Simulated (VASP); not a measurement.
# Co in VASP: notebook

The runs below take Co through single point, with PBE, PBEsol.

All numbers are computed with VASP 6.6.1; they aren't measurements. Logs are shortened: lines on timing, memory, paths and dates and some standing lists are left out, and cuts for length are marked.

### Step 1. The cell of the first run

The structure is trigonal, space group P-3m1 (No. 164). Conventional cell: a = 2.487 Å, b = 2.487 Å, c = 4.063 Å, α = 90.00°, β = 90.00°, γ = 120.00°. Within 3.2 Å of Co (site symmetry 3m) lie 12 Co at 2.42 to 2.55 Å.

### Step 2. Single point, PBE, collinear spin, ferromagnetic start

Input file INCAR:

```
SYSTEM = Co
ALGO = Normal
EDIFF = 1E-6
ENCUT = 600
GGA = PE
GGA_COMPAT = .FALSE.
ISIF = 2
ISMEAR = -1
ISPIN = 2
LASPH = .TRUE.
LCHARG = .FALSE.
LMAXMIX = 4
LORBIT = 11
LREAL = .FALSE.
LWAVE = .FALSE.
MAGMOM = 2 2
NBANDS = 28
NELM = 200
PREC = Accurate
SIGMA = 0.05
```

Input file KPOINTS:

```
k-points
0
G
  12 12 7
  0 0 0
```

Input file POSCAR:

```
Co
1.0
    2.4873648738      0.0000000000      0.0000000000
   -1.2436824369      2.1541211692      0.0000000000
    0.0000000000      0.0000000000      4.0632895034
Co
2
Direct
    0.3333333333      0.6666666667      0.7401390000
    0.6666666667      0.3333333333      0.2598610000
```

Potentials or basis: VASP PAW PBE potentials, release 64 (Co_sv).

Started as:

```console
$ cat potpaw_PBE.64/Co_sv/POTCAR > POTCAR
$ mpirun -np 1 vasp_std > vasp.out
```

OUTCAR:

```text
SYSTEM = Co
   EDIFF = 1E-6
   ENCUT = 600
   GGA = PE
   ISIF = 2
   ISMEAR = -1
   ISPIN = 2
   LASPH = .TRUE.
   LORBIT = 11
   LREAL = .FALSE.
   NELM = 200
   PREC = Accurate

 ion  position               nearest neighbor table
   1  0.333  0.667  0.740-   2 2.42   2 2.42   2 2.42
   2  0.667  0.333  0.260-   1 2.42   1 2.42   1 2.42

  LATTYP: Found a hexagonal cell.
 ALAT       =     2.4873648738
 C/A-ratio  =     1.6335719565

  Lattice vectors:

 A1 = (   2.4873648738,   0.0000000000,   0.0000000000)
 A2 = (  -1.2436824369,   2.1541211692,   0.0000000000)
 A3 = (   0.0000000000,   0.0000000000,   4.0632895034)

Analysis of symmetry for initial positions (statically):
=====================================================================
 Subroutine PRICEL returns:
 Original cell was already a primitive cell.

 Routine SETGRP: Setting up the symmetry group for a
 hexagonal supercell.

 Subroutine GETGRP returns: Found 12 space group operations
 (whereof 12 operations were pure point group operations)
 out of a pool of 24 trial point group operations.

The static configuration has the point symmetry D_3d.

Analysis of symmetry for dynamics (positions and initial velocities):
=====================================================================
 Subroutine PRICEL returns:
 Original cell was already a primitive cell.

 Routine SETGRP: Setting up the symmetry group for a
 hexagonal supercell.

 Subroutine GETGRP returns: Found 12 space group operations
 (whereof 12 operations were pure point group operations)
 out of a pool of 24 trial point group operations.

The dynamic configuration has the point symmetry D_3d.

Analysis of structural, dynamic, and magnetic symmetry:
=====================================================================
 Subroutine PRICEL returns:
 Original cell was already a primitive cell.

 Routine SETGRP: Setting up the symmetry group for a
 hexagonal supercell.

 Subroutine GETGRP returns: Found 12 space group operations
 (whereof 12 operations were pure point group operations)
 out of a pool of 24 trial point group operations.

The overall configuration has the point symmetry D_3d.

 Subroutine INISYM returns: Found 12 space group operations
 (whereof 12 operations are pure point group operations),
 and found     1 'primitive' translations

----------------------------------------------------------------------------------------

                                     Primitive cell

  volume of cell :      21.7715

  direct lattice vectors                    reciprocal lattice vectors
[... 105 lines left out ...]
   IMIX   =      4    mixing-type and parameters
     AMIX     =   0.40;   BMIX     =  1.00
     AMIX_MAG =   1.60;   BMIX_MAG =  1.00
  volume/ion in A,a.u.               =      10.89        73.46
  Fermi-wavevector in a.u.,A,eV,Ry     =   1.899351  3.589254 49.083508  3.607536
  Thomas-Fermi vector in A             =   2.938709
   LORBIT       =     11    0 simple, 1 ext, 2 COOP (PROOUT), +10 PAW based schemes
   GGA     = PE    functional components
   LHFCALC =     F    Hartree Fock is set to
   AEXX    =    0.0000 exact exchange contribution
   IVDW    =     0    specifies the selected vdW correction
   LEPSILON=     F    determine dielectric tensor
   LRPA    =     F    only Hartree local field effects (RPA)
 spin polarized calculation
  energy-cutoff  :      600.00
  volume of cell :       21.77
 maximum number of plane-waves:       756
   NGX =  9   NGY =  9   NGZ = 17

 number of electron      34.0000017 magnetization       3.2711657

 Free energy of the ion-electron system (eV)
  ---------------------------------------------------
  ext. energy  EPLUGINS =         0.00000000
  ---------------------------------------------------
  free energy    TOTEN  =       -14.21844946 eV

  energy without entropy =      -14.20356447  energy(sigma->0) =      -14.21100697

 E-fermi :  11.9932     XC(G=0): -13.8778

 val. band max:       11.9897988325   @ k =   0.0000   0.0833   0.1429
 cond. band min:      11.9976751817   @ k =   0.2500   0.0833   0.4286
 fundamental gap:      0.0078763492
 Fermi energy:        11.9932347688

 spin component 1

 k-point     1 :       0.0000    0.0000    0.0000
  band No.  band energies     occupation
      1     -84.1370      1.00000
      2     -84.0806      1.00000
      3     -47.5246      1.00000
      4     -47.2373      1.00000
      5     -47.2373      1.00000
      6     -47.2005      1.00000
[... 733 lines left out ...]
     27      38.2258      0.00000
     28      39.1913      0.00000

 [... further k-points ...]

 spin component 2

 k-point     1 :       0.0000    0.0000    0.0000
  band No.  band energies     occupation
      1     -82.0441      1.00000
      2     -81.9834      1.00000
      3     -45.4995      1.00000
      4     -45.1936      1.00000
      5     -45.1936      1.00000
      6     -45.1458      1.00000
[... 733 lines left out ...]
     27      38.4361      0.00000
     28      39.4720      0.00000

 [... further k-points ...]
[... 5 lines left out ...]
  --------------------------------------------------------------------------------------
  -------------------------------------------------------------------------------------
  Total       -0.2975547     -0.2975547     -0.6871499      0.0000000      0.0000000      0.0000000
  in kB      -21.8972723    -21.8972723    -50.5678706      0.0000000      0.0000000      0.0000000
  external PRESSURE =     -31.4541384 kB  Pullay stress =       0.0000000 kB

 VOLUME and BASIS-vectors are now :
 -----------------------------------------------------------------------------
  energy-cutoff  :      600.00
  volume of cell :       21.77
      direct lattice vectors                 reciprocal lattice vectors
     2.487364874  0.000000000  0.000000000     0.402031889  0.232113220  0.000000000
    -1.243682437  2.154121169  0.000000000     0.000000000  0.464226439  0.000000000
     0.000000000  0.000000000  4.063289503     0.000000000  0.000000000  0.246106018

 POSITION                                       TOTAL-FORCE (eV/Angst)
 -----------------------------------------------------------------------------------
     -0.00000      1.43608      3.00740         0.000000     -0.000000      0.494113
      1.24368      0.71804      1.05589        -0.000000      0.000000     -0.494113
 -----------------------------------------------------------------------------------
    total drift:                               -0.000000      0.000000      0.000000

  FREE ENERGIE OF THE ION-ELECTRON SYSTEM (eV)
  ---------------------------------------------------
  free  energy   TOTEN  =       -14.2184494585 eV

  energy  without entropy=      -14.2035644745  energy(sigma->0) =      -14.21100697

 total charge

# of ion       s       p       d       tot
------------------------------------------
    1        2.246   6.119   6.688  15.054
    2        2.246   6.119   6.688  15.054
--------------------------------------------------
tot          4.493  12.238  13.377  30.108

 magnetization (x)

# of ion       s       p       d       tot
------------------------------------------
    1       -0.004  -0.014   1.724   1.705
    2       -0.004  -0.014   1.724   1.705
--------------------------------------------------
tot         -0.008  -0.029   3.448   3.411
```

OSZICAR:

```text
N       E                     dE             d eps       ncg     rms          rms(c)
DAV:   1     0.626525711370E+03    0.62653E+03   -0.21357E+04 16952   0.401E+03
DAV:   2     0.310809964252E+02   -0.59544E+03   -0.56894E+03 18676   0.931E+02
DAV:   3    -0.158579322576E+02   -0.46939E+02   -0.45893E+02 18880   0.259E+02
DAV:   4    -0.165073832948E+02   -0.64945E+00   -0.64891E+00 17956   0.286E+01
DAV:   5    -0.165372980228E+02   -0.29915E-01   -0.29914E-01 17364   0.666E+00    0.170E+01
DAV:   6    -0.148913085389E+02    0.16460E+01   -0.11367E+01 15304   0.950E+01    0.158E+01
DAV:   7    -0.142365458983E+02    0.65476E+00   -0.21242E+00 15488   0.399E+01    0.514E+00
DAV:   8    -0.142282656726E+02    0.82802E-02   -0.55494E-02 19696   0.406E+00    0.196E+00
DAV:   9    -0.142189468666E+02    0.93188E-02   -0.47300E-03 19768   0.167E+00    0.591E-01
DAV:  10    -0.142183808388E+02    0.56603E-03   -0.14433E-03 18696   0.102E+00    0.990E-02
DAV:  11    -0.142184474678E+02   -0.66629E-04   -0.10904E-04 20104   0.219E-01    0.435E-02
DAV:  12    -0.142184497258E+02   -0.22580E-05   -0.12467E-05 16760   0.634E-02    0.215E-02
DAV:  13    -0.142184494585E+02    0.26728E-06   -0.17758E-06 11212   0.180E-02
   1 F= -.14218449E+02 E0= -.14211007E+02  d E =-.148850E-01  mag=     3.2712
```

stdout:

```text
POSCAR found type information on POSCAR Co
 POSCAR found :  1 types and       2 ions
 scaLAPACK will be used
 LDA part: xc-table for (Slater+PW92), standard interpolation
 POSCAR, INCAR and KPOINTS ok, starting setup
 FFT: planning ... GRIDC
 FFT: planning ... GRID_SOFT
 FFT: planning ... GRID
 WAVECAR not read
 entering main loop
```

It took 65 s on 1 thread of Intel Xeon 6975P-C (Granite Rapids), shared host; peak memory 0.22 GiB.

Results:

```yaml
Free_energy: -14.2184 eV
Pressure: -3.1 GPa
Largest_force: 0.494 eV/Å
Net_moment: 3.27 μB per cell
Site_moments: Co +1.71 μB
Valence_electrons_inside_the_program's_atomic_spheres: Co 15.05
```

Forces on the atoms (eV/Å):
```
Co   0.000  0.000  0.494
Co   0.000  0.000 -0.494
```

Caveat: the cell stands under tension.

### Step 3. Single point, PBEsol, collinear spin, ferromagnetic start

This run uses another cell than the first one, of 9.41 Å³/atom.

Input file INCAR:

```
SYSTEM = Co
PREC     = Accurate       ! precision mode
ENCUT    = 520            ! plane-wave cutoff, eV
EDIFF    = 1E-6           ! SCF threshold, eV
ISMEAR   = -1             ! smearing method
SIGMA    = 0.05           ! smearing width, eV
LREAL    = .False.        ! projectors in reciprocal space
LASPH    = .True.         ! aspherical terms in the spheres
NELM     = 150            ! most SCF steps
ALGO     = Normal         ! electronic algorithm
ISIF     = 2              ! what is computed and relaxed
LWAVE    = .False.        ! write WAVECAR
LCHARG   = .True.         ! write CHGCAR
ISPIN    = 2              ! spin polarisation
MAGMOM   = 2 2            ! initial moments
LORBIT   = 11             ! projections on sites
LMAXMIX  = 4              ! l up to which the mixer works
GGA      = PS             ! functional
LELF     = .True.         ! ELF
LVHAR    = .True.       
NBANDS   = 20             ! bands
```

Input file KPOINTS:

```
Automatic mesh
0
Gamma
  9 9 5
  0 0 0
```

Input file POSCAR:

```
Co
1.0
    2.3765593919      0.0000000000      0.0000000000
   -1.1882796959      2.0581608070      0.0000000000
    0.0000000000      0.0000000000      3.8464402406
Co
2
Direct
    0.3333333333      0.6666666667      0.7500019837
    0.6666666667      0.3333333333      0.2499980163
```

Potentials or basis: VASP PAW PBE potentials, release 64 (Co).

Started as:

```console
$ cat potpaw_PBE.64/Co/POTCAR > POTCAR
$ mpirun -np 1 vasp_std > vasp.out
```

OUTCAR:

```text
SYSTEM = Co
   PREC = Accurate
   ENCUT = 520
   EDIFF = 1E-6
   ISMEAR = -1
   LREAL = .False.
   LASPH = .True.
   NELM = 150
   ISIF = 2
   ISPIN = 2
   LORBIT = 11
   GGA = PS

 ion  position               nearest neighbor table
   1  0.333  0.667  0.750-   2 2.36   2 2.36   2 2.36   2 2.36   2 2.36   2 2.36
   2  0.667  0.333  0.250-   1 2.36   1 2.36   1 2.36   1 2.36   1 2.36   1 2.36

  LATTYP: Found a hexagonal cell.
 ALAT       =     2.3765593919
 C/A-ratio  =     1.6184911068

  Lattice vectors:

 A1 = (   2.3765593919,   0.0000000000,   0.0000000000)
 A2 = (  -1.1882796959,   2.0581608070,   0.0000000000)
 A3 = (   0.0000000000,   0.0000000000,   3.8464402406)

Analysis of symmetry for initial positions (statically):
=====================================================================
 Subroutine PRICEL returns:
 Original cell was already a primitive cell.

 Routine SETGRP: Setting up the symmetry group for a
 hexagonal supercell.

 Subroutine GETGRP returns: Found 24 space group operations
 (whereof 12 operations were pure point group operations)
 out of a pool of 24 trial point group operations.

The static configuration has the point symmetry D_3d.
 The point group associated with its full space group is D_6h.

Analysis of symmetry for dynamics (positions and initial velocities):
=====================================================================
 Subroutine PRICEL returns:
 Original cell was already a primitive cell.

 Routine SETGRP: Setting up the symmetry group for a
 hexagonal supercell.

 Subroutine GETGRP returns: Found 24 space group operations
 (whereof 12 operations were pure point group operations)
 out of a pool of 24 trial point group operations.

The dynamic configuration has the point symmetry D_3d.
 The point group associated with its full space group is D_6h.

Analysis of structural, dynamic, and magnetic symmetry:
=====================================================================
 Subroutine PRICEL returns:
 Original cell was already a primitive cell.
[... 145 lines left out ...]
   NGX =  9   NGY =  9   NGZ = 15

 number of electron      18.0000019 magnetization       2.9908590

 Free energy of the ion-electron system (eV)
  ---------------------------------------------------
  ext. energy  EPLUGINS =         0.00000000
  ---------------------------------------------------
  free energy    TOTEN  =       -15.33788236 eV

  energy without entropy =      -15.32219854  energy(sigma->0) =      -15.33004045

 E-fermi :  12.2166     XC(G=0): -14.4449

 val. band max:       12.1956580293   @ k =   0.1111   0.0000   0.2000
 cond. band min:      12.2322511069   @ k =   0.0000   0.0000   0.2000
 fundamental gap:      0.0365930776
 Fermi energy:        12.2165801971

 spin component 1

 k-point     1 :       0.0000    0.0000    0.0000
  band No.  band energies     occupation
      1       2.4049      1.00000
      2       6.3706      1.00000
      3       9.4294      1.00000
      4       9.4619      1.00000
      5       9.4619      1.00000
      6       9.8613      1.00000
[... 541 lines left out ...]
     19      32.7709      0.00000
     20      45.6002      0.00000

 [... further k-points ...]

 spin component 2

 k-point     1 :       0.0000    0.0000    0.0000
  band No.  band energies     occupation
      1       2.4899      1.00000
      2       7.2599      1.00000
      3      10.9287      1.00000
      4      10.9610      1.00000
      5      10.9610      1.00000
      6      11.4144      1.00000
[... 541 lines left out ...]
     19      33.1577      0.00000
     20      45.7108      0.00000

 [... further k-points ...]
[... 5 lines left out ...]
  --------------------------------------------------------------------------------------
  -------------------------------------------------------------------------------------
  Total        3.3716137      3.3716137      3.3689804      0.0000000      0.0000000      0.0000000
  in kB      287.1186644    287.1186644    286.8944218      0.0000000      0.0000000      0.0000000
  external PRESSURE =     287.0439169 kB  Pullay stress =       0.0000000 kB

 VOLUME and BASIS-vectors are now :
 -----------------------------------------------------------------------------
  energy-cutoff  :      520.00
  volume of cell :       18.81
      direct lattice vectors                 reciprocal lattice vectors
     2.376559392  0.000000000  0.000000000     0.420776356  0.242935342  0.000000000
    -1.188279696  2.058160807  0.000000000     0.000000000  0.485870684  0.000000000
     0.000000000  0.000000000  3.846440241     0.000000000  0.000000000  0.259980641

 POSITION                                       TOTAL-FORCE (eV/Angst)
 -----------------------------------------------------------------------------------
     -0.00000      1.37211      2.88484         0.000000     -0.000000      0.000000
      1.18828      0.68605      0.96160        -0.000000      0.000000     -0.000000
 -----------------------------------------------------------------------------------
    total drift:                                0.000000     -0.000000     -0.000003

  FREE ENERGIE OF THE ION-ELECTRON SYSTEM (eV)
  ---------------------------------------------------
  free  energy   TOTEN  =       -15.3378823648 eV

  energy  without entropy=      -15.3221985436  energy(sigma->0) =      -15.33004045

 total charge

# of ion       s       p       d       tot
------------------------------------------
    1        0.554   0.663   7.375   8.592
    2        0.554   0.663   7.375   8.592
--------------------------------------------------
tot          1.108   1.326  14.749  17.184

 magnetization (x)

# of ion       s       p       d       tot
------------------------------------------
    1       -0.016  -0.054   1.556   1.486
    2       -0.016  -0.054   1.556   1.486
--------------------------------------------------
tot         -0.032  -0.108   3.111   2.971
```

OSZICAR:

```text
N       E                     dE             d eps       ncg     rms          rms(c)
DAV:   1     0.843133481154E+02    0.84313E+02   -0.82873E+03  3120   0.129E+03
DAV:   2    -0.127920690698E+02   -0.97105E+02   -0.86896E+02  2928   0.223E+02
DAV:   3    -0.175716955453E+02   -0.47796E+01   -0.45690E+01  3260   0.586E+01
DAV:   4    -0.176437189905E+02   -0.72023E-01   -0.71971E-01  3492   0.641E+00
DAV:   5    -0.176458388534E+02   -0.21199E-02   -0.21198E-02  3360   0.107E+00    0.187E+01
DAV:   6    -0.156185683269E+02    0.20273E+01   -0.64160E+00  3300   0.547E+01    0.595E+00
DAV:   7    -0.153839180662E+02    0.23465E+00   -0.77726E-01  3544   0.171E+01    0.416E+00
DAV:   8    -0.153540445267E+02    0.29874E-01   -0.13411E-02  4096   0.117E+00    0.214E+00
DAV:   9    -0.153374569068E+02    0.16588E-01   -0.15405E-03  5008   0.691E-01    0.559E-01
DAV:  10    -0.153379850351E+02   -0.52813E-03   -0.35015E-04  4112   0.280E-01    0.230E-01
DAV:  11    -0.153378797636E+02    0.10527E-03   -0.48564E-05  4276   0.113E-01    0.274E-02
DAV:  12    -0.153378819339E+02   -0.21703E-05   -0.66779E-06  3180   0.236E-02    0.182E-02
DAV:  13    -0.153378823648E+02   -0.43091E-06   -0.73263E-07  2024   0.943E-03
   1 F= -.15337882E+02 E0= -.15330040E+02  d E =-.156838E-01  mag=     2.9916
```

stdout:

```text
POSCAR found type information on POSCAR Co
 POSCAR found :  1 types and       2 ions
 scaLAPACK will be used
 -----------------------------------------------------------------------------
|                                                                             |
|                                                                             |
|     You enforced a specific xc type in the INCAR file but a different       |
|     I HOPE YOU KNOW WHAT YOU ARE DOING!                                     |
|                                                                             |
 -----------------------------------------------------------------------------

 LDA part: xc-table for (Slater+PW92), standard interpolation
 POSCAR, INCAR and KPOINTS ok, starting setup
 FFT: planning ... GRIDC
 FFT: planning ... GRID_SOFT
 FFT: planning ... GRID
 WAVECAR not read
 entering main loop
```

It took 13 s on 1 thread of Intel Xeon 6975P-C (Granite Rapids), shared host; peak memory 0.14 GiB.

Results:

```
Free energy                                           : -15.3379 eV
Pressure                                              : 28.7 GPa
Net moment                                            : 2.99 μB per cell
Site moments                                          : Co +1.49 μB
Valence electrons inside the program's atomic spheres : Co 8.59
```

Caveat: the cell stands under pressure; the PAW data sets were made with another functional, which shifts forces and pressure a little.
